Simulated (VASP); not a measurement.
Set up this calculation in VASP 6.6.1, as the native input.

```
Task                   : single point
Functional             : PBE
Potentials or basis    : VASP PAW PBE potentials, release 64 (Mg, O, N)
Cutoff                 : 520 eV
k mesh                 : 9 × 9 × 1
Occupations            : gaussian, width 0.05 eV
Spin                   : collinear spin, ferromagnetic start
Starting moments       : [0.0, 0.0, 0.0, 0.0, 0.0, 0.0, 3.0] μB
Dipole correction      : yes
Further INCAR settings : ALGO = Normal; EDIFF = 1e-06; NBANDS = 28
```

The structure of Mg3NO3 lies in POSCAR:

```
Mg3NO3
1.0
    3.0085896333      0.0000000000      0.0000000000
    0.0000000000      3.0085896333      0.0000000000
    0.0000000000      0.0000000000     19.7799623295
Mg O N
3 3 1
Direct
    0.5000000000      0.5000000000      0.2022248543
    0.0000000000      0.0000000000      0.3100331114
    0.5000000000      0.5000000000      0.4161289115
    0.0000000000      0.0000000000      0.2022248543
    0.5000000000      0.5000000000      0.3095409233
    0.0000000000      0.0000000000      0.4186035439
    0.0000000000      0.5000000000      0.5423489328
```

One way to write it, as run:

INCAR

```
SYSTEM = Mg3NO3
ALGO     = Normal         ! electronic algorithm
DIPOL    = 0.5 0.5 0.343
EDIFF    = 1E-6           ! SCF threshold, eV
ENCUT    = 520            ! plane-wave cutoff, eV
GGA      = PE             ! functional
IDIPOL   = 3            
ISIF     = 2              ! what is computed and relaxed
ISMEAR   = 0              ! smearing method
ISPIN    = 2              ! spin polarisation
LASPH    = .TRUE.         ! aspherical terms in the spheres
LCHARG   = .FALSE.        ! write CHGCAR
LDIPOL   = .TRUE.       
LORBIT   = 11             ! projections on sites
LREAL    = .FALSE.        ! projectors in reciprocal space
LWAVE    = .FALSE.        ! write WAVECAR
MAGMOM   = 0 0 0 0 0 0 3  ! initial moments
NBANDS   = 28             ! bands
NELM     = 150            ! most SCF steps
PREC     = Accurate       ! precision mode
SIGMA    = 0.05           ! smearing width, eV
```

KPOINTS

```
k-points
0
G
  9 9 1
  0 0 0
```

Potentials or basis: VASP PAW PBE potentials, release 64 (Mg, O, N).

Launch:

```bash
$ cat potpaw_PBE.64/Mg/POTCAR potpaw_PBE.64/O/POTCAR potpaw_PBE.64/N/POTCAR > POTCAR
$ mpirun -np 1 vasp_std > vasp.out
```

Results of the run:

```json
{
 "Largest force": "0.455 eV/Å",
 "Band gap on the k mesh": "0.84 eV (least direct gap 0.97 eV)",
 "Net moment": "3.00 μB per cell",
 "Site moments": "Mg +0.00, -0.00 (each value once); O +0.00, +0.01, +0.11; N +1.90 μB",
 "Valence electrons inside the program's atomic spheres": "Mg 0.35, 0.39 (each value once); O 5.03, 5.08 (each value once); N 3.30"
}
```

Wall time 3.3 min on 1 thread of Intel(R) Xeon(R) 6975P-C (Granite Rapids) (shared host), peak memory 0.44 GiB.
